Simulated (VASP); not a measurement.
# Hg (P-1) in VASP: single point with PBE

Aim: the single point of Hg with PBE.

All numbers are computed with VASP 6.6.1; they aren't measurements. Logs are shortened: lines on timing, memory, paths and dates and some standing lists are left out, and cuts for length are marked.

**1. The cell of the first run**

The typed cell holds 1 atom: a = 3.446 Å, b = 3.380 Å, c = 3.466 Å, α = 61.16°, β = 60.44°, γ = 62.23°.

**2. Single point, PBE (the cell strained at random)**

The input, INCAR:

```
SYSTEM = Hg
PREC = Accurate
ENCUT = 520
EDIFF = 1E-6
ISMEAR = 0
SIGMA = 0.05
LREAL = .FALSE.
LASPH = .TRUE.
NELM = 80
ALGO = Fast
ISIF = 2
LWAVE = .FALSE.
LCHARG = .FALSE.
GGA = PE
NBANDS = 12
```

The input, KPOINTS:

```
regular mesh
0
G
  12 12 12
  0 0 0
```

The input, POSCAR:

```
Hg
1.0
   -0.0569992482      2.4832106375      2.3884431086
    2.4130319576     -0.0355438031      2.3669876635
    2.4259721982      2.4746954330     -0.0484840437
Hg
1
Direct
    0.0000000000      0.0000000000      0.0000000000
```

Potentials or basis: VASP PAW PBE potentials, release 64 (Hg).

Started as:

```console
cat potpaw_PBE.64/Hg/POTCAR > POTCAR
mpirun -np 1 vasp_std > vasp.out
```

OUTCAR:

```text
SYSTEM = Hg
   PREC = Accurate
   ENCUT = 520
   EDIFF = 1E-6
   ISMEAR = 0
   LREAL = .FALSE.
   LASPH = .TRUE.
   NELM = 80
   ISIF = 2
   GGA = PE

 ion  position               nearest neighbor table
   1  0.000  0.000  0.000-

  LATTYP: Found a triclinic cell.
 ALAT       =     5.9953604525
 B/A-ratio  =     0.5802914536
 C/A-ratio  =     0.8329303018
 COS(alpha) =     0.0049530119
 COS(beta)  =     0.4149683472
 COS(gamma) =     0.8671395602

  Lattice vectors:

 A1 = (   2.5399706946,  -2.4917258420,  -4.8253702609)
 A2 = (   2.4829714464,  -0.0085152045,  -2.4369271523)
 A3 = (   0.0440590076,  -4.9934498736,   0.0270285986)

Analysis of symmetry for initial positions (statically):
=====================================================================
 Subroutine PRICEL returns:
 Original cell was already a primitive cell.

 Routine SETGRP: Setting up the symmetry group for a
 triclinic supercell.

 Subroutine GETGRP returns: Found  2 space group operations
 (whereof  2 operations were pure point group operations)
 out of a pool of  2 trial point group operations.

The static configuration has the point symmetry S_2 .

Analysis of symmetry for dynamics (positions and initial velocities):
=====================================================================
 Subroutine PRICEL returns:
 Original cell was already a primitive cell.

 Routine SETGRP: Setting up the symmetry group for a
 triclinic supercell.

 Subroutine GETGRP returns: Found  2 space group operations
 (whereof  2 operations were pure point group operations)
 out of a pool of  2 trial point group operations.

The dynamic configuration has the point symmetry S_2 .

 Subroutine INISYM returns: Found  2 space group operations
 (whereof  2 operations are pure point group operations),
 and found     1 'primitive' translations

----------------------------------------------------------------------------------------

                                     Primitive cell

  volume of cell :      29.3521

  direct lattice vectors                    reciprocal lattice vectors
    -0.056999248  2.483210638  2.388443109    -0.199503684  0.199619163  0.206382144
     2.413031958 -0.035543803  2.366987663     0.205473109 -0.197312452  0.210044858
     2.425972198  2.474695433 -0.048484044     0.203141348  0.200950116 -0.204075433

  length of vectors
     3.445902562  3.380327971  3.465805721     0.349632836  0.353935368  0.351132652

  position of ions in fractional coordinates (direct lattice)
     0.000000000  0.000000000  0.000000000

  ion indices of the primitive-cell ions
   primitive index   ion index
                 1           1

----------------------------------------------------------------------------------------

 KPOINTS: regular mesh

Automatic generation of k-mesh.
 Grid dimensions read from file:
 generate k-points for:   12   12   12

 Generating k-lattice:

  Cartesian coordinates                     Fractional coordinates (reciprocal lattice)
    -0.016625307  0.016634930  0.017198512     0.083333333 -0.000000000  0.000000000
     0.017122759 -0.016442704  0.017503738     0.000000000  0.083333333  0.000000000
     0.016928446  0.016745843 -0.017006286    -0.000000000  0.000000000  0.083333333

  Length of vectors
     0.029136070  0.029494614  0.029261054

  Shift w.r.t. Gamma in fractional coordinates (k-lattice)
     0.000000000  0.000000000  0.000000000

 Subroutine IBZKPT returns following result:
 ===========================================

 Found    868 irreducible k-points:

 Following reciprocal coordinates:
            Coordinates               Weight
  0.000000  0.000000  0.000000      1.000000
  0.083333  0.000000 -0.000000      2.000000
  0.166667  0.000000  0.000000      2.000000
  0.250000  0.000000  0.000000      2.000000
  0.333333  0.000000  0.000000      2.000000
  0.416667 -0.000000  0.000000      2.000000
[... 16 lines left out ...]
  0.250000  0.166667  0.000000      2.000000
  0.333333  0.166667  0.000000      2.000000
 [... further k-points ...]
   k-points           NKPTS =    868   k-points in BZ     NKDIM =    868   number of bands    NBANDS=     12
   number of dos      NEDOS =    301   number of ions     NIONS =      1
   total plane-waves  NPLWV =  21952
   dimension x,y,z NGX =    28 NGY =   28 NGZ =   28
   dimension x,y,z NGXF=    56 NGYF=   56 NGZF=   56
   ions per type =               1
   NGX,Y,Z   is equivalent  to a cutoff of  13.51, 13.77, 13.43 a.u.
   NGXF,Y,Z  is equivalent  to a cutoff of  27.02, 27.54, 26.86 a.u.
 SYSTEM =  Hg
   PREC   = accura    normal or accurate (medium, high low for compatibility)
   ISTART =      0    job   : 0-new  1-cont  2-samecut
   ICHARG =      2    charge: 1-file 2-atom 10-const
   ISPIN  =      1    spin polarized calculation?
   LNONCOLLINEAR =      F non collinear calculations
   LSORBIT =      F    spin-orbit coupling
   LASPH  =      T    aspherical Exc in radial PAW
   ENCUT  =  520.0 eV  38.22 Ry    6.18 a.u.   6.41  6.29  6.44*2*pi/ulx,y,z
   NELM   =     80;   NELMIN=  2; NELMDL= -5     # of ELM steps
   EDIFF  = 0.1E-05   stopping-criterion for ELM
   LREAL  =      F    real-space projection
[... 7 lines left out ...]
   TEBEG  =    0.0;   TEEND  =   0.0 temperature during run
   PSTRESS=    0.0 pullay stress
   NELECT =      12.0000    total number of electrons
   NUPDOWN=      -1.0000    fix difference up-down
   EMIN   =  10.00;   EMAX   =-10.00  energy-range for DOS
   EFERMI =   0.00;   METHOD = LEGACY
   ISMEAR =     0;   SIGMA  =   0.05  broadening in eV -4-tet -1-fermi 0-gaus
   EFERMI_NEDOS =   21; number of points for ismear=-14 and -15
   IALGO  =     68    algorithm
   IMIX   =      4    mixing-type and parameters
     AMIX     =   0.40;   BMIX     =  1.00
     AMIX_MAG =   1.60;   BMIX_MAG =  1.00
  volume/ion in A,a.u.               =      29.35       198.08
  Fermi-wavevector in a.u.,A,eV,Ry     =   1.215035  2.296084 20.086428  1.476311
  Thomas-Fermi vector in A             =   2.350436
   LORBIT       =      0    0 simple, 1 ext, 2 COOP (PROOUT), +10 PAW based schemes
   GGA     = PE    functional components
   LHFCALC =     F    Hartree Fock is set to
   AEXX    =    0.0000 exact exchange contribution
   IVDW    =     0    specifies the selected vdW correction
   LEPSILON=     F    determine dielectric tensor
   LRPA    =     F    only Hartree local field effects (RPA)
 non-spin polarized calculation
 RMM-DIIS sequential band-by-band and
 Gauss-broadening in eV      SIGMA  =   0.05
  energy-cutoff  :      520.00
  volume of cell :       29.35
 maximum number of plane-waves:       813
 NGX is ok and might be reduce to    28
   NGX = 13   NGY = 13   NGZ = 13

 number of electron      12.0000000 magnetization

 Free energy of the ion-electron system (eV)
  ---------------------------------------------------
  ext. energy  EPLUGINS =         0.00000000
  ---------------------------------------------------
  free energy    TOTEN  =        -0.16740587 eV

  energy without entropy =       -0.16710455  energy(sigma->0) =       -0.16725521

 E-fermi :   0.9319     XC(G=0):  -9.6742

 val. band max:        0.9204794369   @ k =  -0.1667   0.5000   0.3333
 cond. band min:       0.9465460268   @ k =  -0.0000   0.5000   0.0833
 fundamental gap:      0.0260665899
 Fermi energy:         0.9319077987

 k-point     1 :       0.0000    0.0000    0.0000
  band No.  band energies     occupation
      1      -6.2175      2.00000
      2      -5.2586      2.00000
      3      -5.2026      2.00000
      4      -5.1069      2.00000
      5      -4.8293      2.00000
      6      -4.7404      2.00000
      7      13.5746      0.00000
      8      13.8317      0.00000
      9      14.1371      0.00000
     10      14.8723      0.00000
     11      17.6615      0.00000
     12      18.3680      0.00000

 k-point     2 :       0.0833    0.0000   -0.0000
  band No.  band energies     occupation
      1      -6.0802      2.00000
      2      -5.2486      2.00000
      3      -5.1910      2.00000
      4      -5.0881      2.00000
      5      -4.8286      2.00000
      6      -4.7456      2.00000
      7      11.9617      0.00000
      8      13.6696      0.00000
      9      14.0919      0.00000
     10      14.7871      0.00000
     11      18.0404      0.00000
     12      18.8271      0.00000

 k-point     3 :       0.1667    0.0000    0.0000
  band No.  band energies     occupation
      1      -5.7639      2.00000
      2      -5.1783      2.00000
      3      -5.1281      2.00000
      4      -5.0447      2.00000
      5      -4.8041      2.00000
      6      -4.7427      2.00000
      7       9.2831      0.00000
      8      13.2951      0.00000
      9      13.8729      0.00000
     10      14.6476      0.00000
     11      17.5210      0.00000
     12      18.6038      0.00000

 k-point     4 :       0.2500    0.0000    0.0000
  band No.  band energies     occupation
      1      -5.6455      2.00000
      2      -5.1738      2.00000
      3      -5.0379      2.00000
      4      -4.7183      2.00000
      5      -4.6871      2.00000
      6      -4.5354      2.00000
      7       6.6098      0.00000
      8      12.7747      0.00000
      9      13.4652      0.00000
     10      14.4692      0.00000
     11      16.8834      0.00000
     12      18.0295      0.00000

 k-point     5 :       0.3333    0.0000    0.0000
  band No.  band energies     occupation
      1      -5.6914      2.00000
      2      -5.2066      2.00000
      3      -5.0658      2.00000
      4      -4.6050      2.00000
      5      -4.5724      2.00000
      6      -3.4708      2.00000
      7       4.1179      0.00000
      8      12.2420      0.00000
      9      13.0217      0.00000
     10      14.2048      0.00000
     11      16.5004      0.00000
     12      17.6399      0.00000

 k-point     6 :       0.4167   -0.0000    0.0000
  band No.  band energies     occupation
      1      -5.7463      2.00000
      2      -5.2401      2.00000
      3      -5.0975      2.00000
      4      -4.5151      2.00000
      5      -4.4665      2.00000
      6      -2.0995      2.00000
      7       1.8937      0.00000
      8      11.8471      0.00000
      9      12.6880      0.00000
     10      13.9657      0.00000
     11      16.3173      0.00000
     12      17.4500      0.00000

 k-point     7 :       0.5000    0.0000    0.0000
  band No.  band energies     occupation
      1      -5.7680      2.00000
      2      -5.2534      2.00000
      3      -5.1102      2.00000
      4      -4.4806      2.00000
      5      -4.4251      2.00000
      6      -0.9237      2.00000
      7       0.4331      2.00000
      8      11.7020      0.00000
      9      12.5647      0.00000
     10      13.8725      0.00000
     11      16.2628      0.00000
     12      17.3962      0.00000

 k-point     8 :      -0.0000    0.0833   -0.0000
  band No.  band energies     occupation
      1      -6.0715      2.00000
      2      -5.2463      2.00000
      3      -5.1792      2.00000
      4      -5.1001      2.00000
      5      -4.8321      2.00000
      6      -4.7491      2.00000
      7      12.3608      0.00000
      8      13.4911      0.00000
      9      13.8568      0.00000
     10      14.7324      0.00000
     11      17.8919      0.00000
     12      18.5863      0.00000
[... 166 lines left out ...]
 k-point    20 :      -0.0000    0.1667   -0.0000
  band No.  band energies     occupation
      1      -5.7251      2.00000
      2      -5.1570      2.00000
      3      -5.1321      2.00000
      4      -5.0616      2.00000
      5      -4.8136      2.00000
      6      -4.7557      2.00000
      7       9.6199      0.00000
      8      13.2370      0.00000
      9      13.5967      0.00000
     10      14.4699      0.00000
     11      17.5040      0.00000
     12      18.5356      0.00000

 k-point    21 :       0.0833    0.1667   -0.0000
  band No.  band energies     occupation
      1      -5.7039      2.00000
      2      -5.2114      2.00000
      3      -5.1132      2.00000
      4      -5.0739      2.00000
      5      -4.8181      2.00000
      6      -4.7637      2.00000
      7      10.5150      0.00000
      8      12.4696      0.00000
      9      13.2746      0.00000
     10      14.2625      0.00000
     11      16.9307      0.00000
     12      18.8225      0.00000

 k-point    22 :       0.1667    0.1667   -0.0000
  band No.  band energies     occupation
      1      -5.4919      2.00000
      2      -5.2859      2.00000
      3      -5.0594      2.00000
      4      -5.0000      2.00000
      5      -4.8056      2.00000
      6      -4.7341      2.00000
      7      11.1005      0.00000
      8      11.3419      0.00000
      9      11.7926      0.00000
     10      13.5954      0.00000
     11      15.4693      0.00000
     12      20.0536      0.00000

 k-point    23 :       0.2500    0.1667    0.0000
  band No.  band energies     occupation
      1      -5.4055      2.00000
      2      -5.2355      2.00000
      3      -5.0385      2.00000
      4      -4.9350      2.00000
      5      -4.6655      2.00000
      6      -4.4446      2.00000
      7       8.5354      0.00000
      8      10.8714      0.00000
      9      11.7496      0.00000
     10      13.8511      0.00000
     11      14.3650      0.00000
     12      20.0220      0.00000

 k-point    24 :       0.3333    0.1667    0.0000
  band No.  band energies     occupation
      1      -5.4828      2.00000
      2      -5.1370      2.00000
      3      -5.0417      2.00000
      4      -4.9397      2.00000
      5      -4.5490      2.00000
      6      -3.5946      2.00000
      7       5.9937      0.00000
      8      10.3759      0.00000
      9      11.1560      0.00000
     10      13.2662      0.00000
     11      15.5756      0.00000
     12      19.3962      0.00000

 [... further k-points ...]
[... 5 lines left out ...]
  --------------------------------------------------------------------------------------
  -------------------------------------------------------------------------------------
  Total        0.1359956      0.1428292      0.0283347      0.0169342      0.0098893      0.0217503
  in kB        7.4232870      7.7963004      1.5466445      0.9243483      0.5398070      1.1872378
  external PRESSURE =       5.5887440 kB  Pullay stress =       0.0000000 kB

 VOLUME and BASIS-vectors are now :
 -----------------------------------------------------------------------------
  energy-cutoff  :      520.00
  volume of cell :       29.35
      direct lattice vectors                 reciprocal lattice vectors
    -0.056999248  2.483210638  2.388443109    -0.199503684  0.199619163  0.206382144
     2.413031958 -0.035543803  2.366987663     0.205473109 -0.197312452  0.210044858
     2.425972198  2.474695433 -0.048484044     0.203141348  0.200950116 -0.204075433

 POSITION                                       TOTAL-FORCE (eV/Angst)
 -----------------------------------------------------------------------------------
      0.00000      0.00000      0.00000         0.000000      0.000000     -0.000000
 -----------------------------------------------------------------------------------
    total drift:                               -0.000000     -0.000000     -0.000000

  FREE ENERGIE OF THE ION-ELECTRON SYSTEM (eV)
  ---------------------------------------------------
  free  energy   TOTEN  =        -0.1674058728 eV

  energy  without entropy=       -0.1671045510  energy(sigma->0) =       -0.16725521
```

Run time: 2.5 min. Hardware: 1 thread of Intel Xeon Platinum 8559C (Emerald Rapids), shared host; peak memory 0.39 GiB.

Results:

```yaml
Free_energy: -0.1674 eV
Pressure: 0.6 GPa
Band_gap_on_the_k_mesh: zero (bands 6 and 7 overlap by 0.72 eV)
```

Levels at points of the mesh, in eV from the Fermi level:
```
           k point  band 2  band 3  band 4  band 5  band 6  band 7  band 8  band 9  band 10  band 11
(0.00, 0.00, 0.00)   -6.19   -6.13   -6.04   -5.76   -5.67   12.64   12.90   13.21    13.94    16.73
(0.50, 0.00, 0.00)   -6.19   -6.04   -5.41   -5.36   -1.86   -0.50   10.77   11.63    12.94    15.33
(0.00, 0.50, 0.00)   -6.14   -6.09   -5.43   -5.33   -1.68   -0.43   10.86   11.21    12.70    15.50
(0.50, 0.50, 0.00)   -6.63   -5.40   -5.30   -5.25    0.22    0.90    6.20    6.67    10.02    11.61
(0.00, 0.00, 0.50)   -6.21   -6.02   -5.39   -5.37   -1.80   -0.48   10.64   11.47    13.03    15.18
(0.50, 0.00, 0.50)   -6.63   -5.40   -5.30   -5.27   -0.31    0.51    6.56    7.33    10.45    12.14
(0.00, 0.50, 0.50)   -6.64   -5.41   -5.32   -5.24   -0.03    0.70    6.51    6.86    10.28    11.82
(0.50, 0.50, 0.50)   -6.15   -6.09   -5.38   -5.32   -1.43   -0.32   10.39   10.91    12.54    15.02
```

Caveat: the cell differs from its parent crystal (the cell strained at random); spin-orbit coupling is left out, which moves the levels of the heavy elements.

The gap in the log of VASP goes by the Fermi energy; the results here count the filled bands.